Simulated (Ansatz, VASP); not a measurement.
# Mo2C3 in VASP and in Ansatz

The input INCAR:

```
PREC = Accurate ; ENCUT = 600
EDIFF = 1E-7 ; ISMEAR = 0
SIGMA = 0.1 ; LREAL = False
LASPH = True ; NELM = 60
ALGO = Normal ; ISIF = 3
LWAVE = False ; LCHARG = False
GGA = PE ; IBRION = 2
NSW = 100 ; EDIFFG = -0.01
```

Contents of KPOINTS:

```
Automatic mesh
0
Gamma
  12 12 8
```

File POSCAR:

```
Mo2C3
1.0
    3.4248330470      0.0000000000      0.0000000000
    0.0000000000      3.4248330470      0.0000000000
    0.0000000000      0.0000000000      5.1843518075
Mo C
2 3
Direct
    0.5000000000      0.5000000000      0.7446524651
    0.5000000000      0.5000000000      0.2553475349
    0.0000000000      0.0000000000      0.0000000000
    0.5000000000      0.0000000000      0.0000000000
    0.0000000000      0.5000000000      0.0000000000
```

Input for Ansatz:

```yaml
crystal:
  lattice:
    - [3.424833047, 0.0, 0.0]
    - [0.0, 3.424833047, 0.0]
    - [0.0, 0.0, 5.1843518075]
  atoms:
    - { symbol: Mo, position: [0.5, 0.5, 0.7446524651] }
    - { symbol: Mo, position: [0.5, 0.5, 0.2553475349] }
    - { symbol: C, position: [0.0, 0.0, 0.0] }
    - { symbol: C, position: [0.5, 0.0, 0.0] }
    - { symbol: C, position: [0.0, 0.5, 0.0] }
basis:
  ecutwfc: 420
kpoints:
  mp_grid: { grid: [12, 12, 8] }
hamiltonian:
  xc: pbe
scf:
  occupations: { method: gaussian, width: 0.1 }
output:
  forces: true
  stress: true
  eigenvalues: true
relax:
  adjacent_minimum: "off"
  f_tol: 0.01
  max_steps: 80
  cell: { stress_tol: 0.05 }
```

Alike in both runs: task relaxation of cell and atoms; functional PBE; k mesh 12 × 12 × 8; occupations gaussian, width 0.1 eV; no spin polarisation.

|  | VASP | Ansatz |
| --- | --- | --- |
| version | VASP 6.6.1 | Ansatz 0.2.0 |
| potentials or method | VASP PAW PBE potentials, release 64 (Mo_sv, C), cutoff 600 eV | scalar-relativistic, plane waves, PAW |
| valence electrons in the cell | 40 | 40 |

|  | VASP | Ansatz | Ansatz less VASP |
| --- | --- | --- | --- |
| gap on the k mesh at the Fermi level, each at its own relaxed structure (eV) | none | none | - |
| relaxed volume (Å³/atom) | 12.15 | 12.14 | -0.007 |
| relaxed cell length with the largest relative difference (Å) | 5.163 | 5.161 | -0.0023 |

A gap of «none» marks a metal or a gap that the smearing closes.
